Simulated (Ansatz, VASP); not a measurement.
# SnO2: VASP beside Ansatz

File INCAR:

```
ALGO = Normal
EDIFF = 1E-6
ENCUT = 520
ISIF = 2
ISMEAR = -1
LASPH = True
LCHARG = True
LELF = True
LREAL = False
LVHAR = True
LWAVE = False
NBANDS = 35
NELM = 60
PREC = Accurate
SIGMA = 0.05
```

KPOINTS

```
k-points
0
Gamma
  6 6 8
```

File POSCAR:

```
SnO2
1.0
    4.7880040000      0.0000000000      0.0000000000
    0.0000000000      4.8665820000      0.0000000000
    0.0000000000      0.0000000000      3.2408980000
Sn O
2 4
Direct
    0.0000000000      0.0000000000      0.0000000000
    0.5000000000      0.5000000000      0.5000000000
    0.7081450000      0.6789580000      0.0000000000
    0.2081450000      0.8210420000      0.5000000000
    0.7918550000      0.1789580000      0.5000000000
    0.2918550000      0.3210420000      0.0000000000
```

Contents of input.yaml:

```yaml
crystal:
  lattice:
    - [4.788004, 0.0, 0.0]
    - [0.0, 4.866582, 0.0]
    - [0.0, 0.0, 3.240898]
  atoms:
    - { symbol: Sn, position: [0.0, 0.0, 0.0] }
    - { symbol: Sn, position: [0.5, 0.5, 0.5] }
    - { symbol: O, position: [0.708145, 0.678958, 0.0] }
    - { symbol: O, position: [0.208145, 0.821042, 0.5] }
    - { symbol: O, position: [0.791855, 0.178958, 0.5] }
    - { symbol: O, position: [0.291855, 0.321042, 0.0] }
kpoints:
  mp_grid: { grid: [6, 6, 8] }
  band_path:
    path:
      - [0.0, 0.0, 0.0]
      - [0.0, 0.0, 0.5]
      - [0.5, 0.0, 0.5]
      - [0.5, 0.0, 0.0]
      - [0.0, 0.0, 0.0]
      - [0.0, 0.5, 0.0]
      - [0.0, 0.5, 0.5]
      - [0.5, 0.5, 0.5]
    npoints: 6
scf:
  occupations: { method: fermi_dirac, width: 0.05 }
hamiltonian:
  xc: lda
  pseudopotentials: { kind: all_electron, lapw: { basis_error: 0.002 } }
output:
  forces: true
  stress: true
  eigenvalues: true
```

Alike in both runs: functional LDA; k mesh 6 × 6 × 8; occupations fermi-dirac, width 0.05 eV; no spin polarisation.

```csv
,VASP,Ansatz
version,VASP 6.6.1,Ansatz 0.2.0
potentials or method,"VASP PAW LDA potentials, release 64 (Sn_d, O), cutoff 520 eV","all-electron LAPW, scalar-relativistic"
task,single point,band structure
```

|  | VASP | Ansatz | Ansatz less VASP |
| --- | --- | --- | --- |
| gap on the k mesh at the Fermi level (eV) | 0.70 | 0.69 | -0.018 |
| least direct gap on the mesh (eV) | 0.70 | 0.69 | -0.018 |
| pressure (GPa) | -10.4 | -11.1 | -0.72 |
| traceless stress, the component that is largest in VASP (GPa) | -1.02 | -1.28 | -0.256 |
| rms of the force components (eV/Å) | 0.071 | 0.080 | +0.0087 |

LDA's correlation is that of Perdew and Zunger in VASP and of Perdew and Wang (1992) in Ansatz. Atom by atom the forces differ by 0.011 eV/Å (rms over components). Ansatz ran all-electron here, and VASP with PAW potentials.
